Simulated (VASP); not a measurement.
# TaN (P-6m2) in VASP: settings compared, part 2 of 2

VASP 6.6.1. Earlier steps stand in the parts before.

### 3 Single point, LDA (volume scaled by 1.04)

INCAR

```
SYSTEM = TaN
PREC = Accurate
ENCUT = 520
EDIFF = 1E-6
ISMEAR = -1
SIGMA = 0.05
LREAL = .FALSE.
LASPH = .TRUE.
NELM = 60
ALGO = Normal
ISIF = 2
LWAVE = .FALSE.
LCHARG = .FALSE.
NBANDS = 15
```

KPOINTS

```
Automatic mesh
0
G
  10 10 9
  0 0 0
```

POSCAR

```
TaN
1.0
    2.9766623284      0.0000000000      0.0000000000
   -1.4883311642      2.5778651949      0.0000000000
    0.0000000000      0.0000000000      2.9209385612
Ta N
1 1
Direct
    0.0000000000      0.0000000000      0.5000000000
    0.6666666667      0.3333333333      0.0000000000
```

Potentials or basis: VASP PAW LDA potentials, release 64 (Ta_pv, N).

The run is started by

```sh
$ cat potpaw_LDA.64/Ta_pv/POTCAR potpaw_LDA.64/N/POTCAR > POTCAR
$ mpirun -np 1 vasp_std > vasp.out
```

OUTCAR:

```text
SYSTEM = TaN
   PREC = Accurate
   ENCUT = 520
   EDIFF = 1E-6
   ISMEAR = -1
   LREAL = .FALSE.
   LASPH = .TRUE.
   NELM = 60
   ISIF = 2

 ion  position               nearest neighbor table
   1  0.000  0.000  0.500-   2 2.26   2 2.26   2 2.26   2 2.26   2 2.26   2 2.26
   2  0.667  0.333  0.000-   1 2.26   1 2.26   1 2.26   1 2.26   1 2.26   1 2.26

  LATTYP: Found a hexagonal cell.
 ALAT       =     2.9766623284
 C/A-ratio  =     0.9812797822

  Lattice vectors:

 A1 = (   2.9766623284,   0.0000000000,   0.0000000000)
 A2 = (  -1.4883311642,   2.5778651949,   0.0000000000)
 A3 = (   0.0000000000,   0.0000000000,   2.9209385612)

Analysis of symmetry for initial positions (statically):
=====================================================================
 Subroutine PRICEL returns:
 Original cell was already a primitive cell.

 Routine SETGRP: Setting up the symmetry group for a
 hexagonal supercell.

 Subroutine GETGRP returns: Found 12 space group operations
 (whereof 12 operations were pure point group operations)
 out of a pool of 24 trial point group operations.

The static configuration has the point symmetry D_3h.

Analysis of symmetry for dynamics (positions and initial velocities):
=====================================================================
 Subroutine PRICEL returns:
 Original cell was already a primitive cell.

 Routine SETGRP: Setting up the symmetry group for a
 hexagonal supercell.

 Subroutine GETGRP returns: Found 12 space group operations
 (whereof 12 operations were pure point group operations)
 out of a pool of 24 trial point group operations.

The dynamic configuration has the point symmetry D_3h.

 Subroutine INISYM returns: Found 12 space group operations
 (whereof 12 operations are pure point group operations),
 and found     1 'primitive' translations

----------------------------------------------------------------------------------------

                                     Primitive cell
[... 114 lines left out ...]
  Thomas-Fermi vector in A             =   2.579245
   LORBIT       =      0    0 simple, 1 ext, 2 COOP (PROOUT), +10 PAW based schemes
   GGA     = CA    functional components
   LHFCALC =     F    Hartree Fock is set to
   AEXX    =    0.0000 exact exchange contribution
   IVDW    =     0    specifies the selected vdW correction
   LEPSILON=     F    determine dielectric tensor
   LRPA    =     F    only Hartree local field effects (RPA)
 non-spin polarized calculation
  energy-cutoff  :      520.00
  volume of cell :       22.41
 maximum number of plane-waves:       622
 NGX is ok and might be reduce to    24
   NGX = 11   NGY = 11   NGZ = 11

 number of electron      16.0000001 magnetization

 Free energy of the ion-electron system (eV)
  ---------------------------------------------------
  ext. energy  EPLUGINS =         0.00000000
  ---------------------------------------------------
  free energy    TOTEN  =       -24.61515647 eV

  energy without entropy =      -24.61476902  energy(sigma->0) =      -24.61496274

 E-fermi :   7.7245     XC(G=0): -13.3730

 val. band max:        7.6054026055   @ k =   0.0000   0.0000   0.4444
 cond. band min:       7.8773230299   @ k =   0.0000   0.0000   0.3333
 fundamental gap:      0.2719204244
 Fermi energy:         7.7244747760

 k-point     1 :       0.0000    0.0000    0.0000
  band No.  band energies     occupation
      1     -27.0523      2.00000
      2     -26.8040      2.00000
      3     -26.8040      2.00000
      4      -9.5465      2.00000
      5       3.3200      2.00000
      6       3.3200      2.00000
      7       3.6732      2.00000
      8       4.8691      2.00000
      9       9.7645      0.00000
     10      11.0953      0.00000
     11      11.0953      0.00000
     12      11.4002      0.00000
     13      11.4002      0.00000
     14      19.9317      0.00000
[... 401 lines left out ...]
      2     -27.0533      2.00000
      3     -27.0142      2.00000
      4      -7.3416      2.00000
      5      -0.0779      2.00000
      6       2.5045      2.00000
      7       3.6842      2.00000
      8       5.5318      2.00000
      9      10.1140      0.00000
     10      11.0957      0.00000
     11      11.9678      0.00000
     12      13.1762      0.00000
     13      16.3080      0.00000
     14      18.9797      0.00000
     15      19.9652      0.00000

 [... further k-points ...]
[... 5 lines left out ...]
  --------------------------------------------------------------------------------------
  -------------------------------------------------------------------------------------
  Total       -2.9362983     -2.9362983     -3.3362440     -0.0000000      0.0000000     -0.0000000
  in kB     -209.8932932   -209.8932932   -238.4823249     -0.0000000      0.0000000     -0.0000000
  external PRESSURE =    -219.4229704 kB  Pullay stress =       0.0000000 kB

 VOLUME and BASIS-vectors are now :
 -----------------------------------------------------------------------------
  energy-cutoff  :      520.00
  volume of cell :       22.41
      direct lattice vectors                 reciprocal lattice vectors
     2.976662328  0.000000000  0.000000000     0.335946738  0.193958940  0.000000000
    -1.488331164  2.577865195  0.000000000     0.000000000  0.387917879  0.000000000
     0.000000000  0.000000000  2.920938561     0.000000000  0.000000000  0.342355712

 POSITION                                       TOTAL-FORCE (eV/Angst)
 -----------------------------------------------------------------------------------
      0.00000      0.00000      1.46047         0.000000     -0.000000      0.000000
      1.48833      0.85929      0.00000        -0.000000      0.000000      0.000000
 -----------------------------------------------------------------------------------
    total drift:                               -0.000000      0.000000      0.000000

  FREE ENERGIE OF THE ION-ELECTRON SYSTEM (eV)
  ---------------------------------------------------
  free  energy   TOTEN  =       -24.6151564702 eV

  energy  without entropy=      -24.6147690158  energy(sigma->0) =      -24.61496274
```

It took 9.4 s on 1 thread of Intel Xeon Platinum 8488C (Sapphire Rapids), shared host; peak memory 0.14 GiB.

What came out:

```
Free energy            : -24.6152 eV
Pressure               : -21.9 GPa
Band gap on the k mesh : zero (band 8 reaches 7.88 eV, above the bottom of band 9 at 7.61 eV)
```

Stress tensor (GPa, compression positive):
```
-20.99   0.00   0.00
  0.00 -20.99   0.00
  0.00   0.00 -23.85
```

Caveat: spin-orbit coupling is left out, which moves the levels of the heavy elements.

### 4 Single point, LDA (volume scaled by 1.06)

Changes to INCAR since step 3:

```diff
@@ -8,3 +8,3 @@
 LASPH = .TRUE.
-NELM = 60
+NELM = 100
 ALGO = Normal
```

KPOINTS is that of step 3.

POSCAR

```
TaN
1.0
    2.9956224723      0.0000000000      0.0000000000
   -1.4978112361      2.5942851611      0.0000000000
    0.0000000000      0.0000000000      2.9395437670
Ta N
1 1
Direct
    0.0000000000      0.0000000000      0.5000000000
    0.6666666667      0.3333333333      0.0000000000
```

The run is started by

```sh
$ cat potpaw_LDA.64/Ta_pv/POTCAR potpaw_LDA.64/N/POTCAR > POTCAR
$ mpirun -np 1 vasp_std > vasp.out
```

Run time: 9.1 s. Hardware: 1 thread of Intel Xeon Platinum 8488C (Sapphire Rapids), shared host; peak memory 0.14 GiB.

The run converged. Its results:

- Free energy: -24.5494 eV
- Pressure: -27.1 GPa
- Band gap on the k mesh: zero (band 8 reaches 7.68 eV, above the bottom of band 9 at 7.41 eV)

Stress tensor (GPa, compression positive):
```
-25.92   0.00   0.00
  0.00 -25.92   0.00
  0.00   0.00 -29.39
```

Levels at points of the mesh, in eV from the Fermi level:
```tsv
k point	band 6	band 7	band 8	band 9	band 10	band 11
(0.00, 0.00, 0.00)	-4.32	-3.97	-2.83	1.90	3.29	3.29
(0.50, 0.00, 0.00)	-4.93	-3.27	-3.05	2.68	3.66	4.82
```

Caveat: spin-orbit coupling is left out, which moves the levels of the heavy elements.

### 5 Single point, PBE (volume scaled by 0.94)

INCAR

```
SYSTEM = TaN
  PREC = Accurate
  ENCUT = 520
  EDIFF = 1E-7
  ISMEAR = -1
  SIGMA = 0.05
  LREAL = .False.
  LASPH = .True.
  NELM = 100
  ALGO = Normal
  ISIF = 2
  LWAVE = .False.
  LCHARG = .False.
  GGA = PE
  NBANDS = 15
```

KPOINTS

```
regular mesh
0
Gamma
  10 10 9
  0 0 0
```

POSCAR

```
TaN
1.0
    2.8780239874      0.0000000000      0.0000000000
   -1.4390119937      2.4924418858      0.0000000000
    0.0000000000      0.0000000000      2.8241467514
Ta N
1 1
Direct
    0.0000000000      0.0000000000      0.5000000000
    0.6666666667      0.3333333333      0.0000000000
```

Potentials or basis: VASP PAW PBE potentials, release 64 (Ta_pv, N).

The run is started by

```sh
$ cat potpaw_PBE.64/Ta_pv/POTCAR potpaw_PBE.64/N/POTCAR > POTCAR
$ mpirun -np 1 vasp_std > vasp.out
```

It took 7.1 s on 1 thread of Intel Xeon 6975P-C (Granite Rapids), shared host; peak memory 0.15 GiB.

It converged, with:

```yaml
Free_energy: -22.2985 eV
Pressure: 31.0 GPa
Band_gap_on_the_k_mesh: zero (band 8 reaches 9.15 eV, above the bottom of band 9 at 8.84 eV)
```

Stress tensor (GPa, compression positive):
```
29.59  0.00  0.00
 0.00 29.59  0.00
 0.00  0.00 33.80
```

Levels at points of the mesh, in eV from the Fermi level:
```tsv
k point	band 4	band 5	band 6	band 7	band 8	band 9	band 10	band 11	band 12	band 13
(0.00, 0.00, 0.00)	-18.32	-4.91	-4.91	-4.56	-3.06	2.62	3.82	3.82	4.31	4.31
(0.50, 0.00, 0.00)	-15.79	-8.69	-5.57	-3.80	-3.36	3.21	4.34	5.53	5.71	8.00
```

Caveat: spin-orbit coupling is left out, which moves the levels of the heavy elements.

### 6 Summary

```tsv
level	potentials or basis	cell	gap on the mesh (eV)	pressure (GPa)
LDA	VASP PAW LDA potentials, release 64 (Ta_pv, N)	a = 2.957, b = 2.957, c = 2.902 Å, angles 90.0, 90.0, 120.0°, 2 atoms	none	-16.2
LDA	VASP PAW LDA potentials, release 64 (Ta_pv, N)	a = 2.977, b = 2.977, c = 2.921 Å, angles 90.0, 90.0, 120.0°, 2 atoms	none	-21.9
LDA	VASP PAW LDA potentials, release 64 (Ta_pv, N)	a = 2.996, b = 2.996, c = 2.940 Å, angles 90.0, 90.0, 120.0°, 2 atoms	none	-27.1
PBE	VASP PAW PBE potentials, release 64 (Ta_pv, N)	a = 2.878, b = 2.878, c = 2.824 Å, angles 90.0, 90.0, 120.0°, 2 atoms	none	31.0
```

Alike in all rows: task single point; no spin polarisation; k mesh 10 × 10 × 9; cutoff (eV) 520; smearing fermi-dirac 0.05 eV.

Caveats: spin-orbit coupling is left out, which moves the levels of the heavy elements.

Total energies depend on the potentials used, so only differences within one code and one set of settings carry meaning.
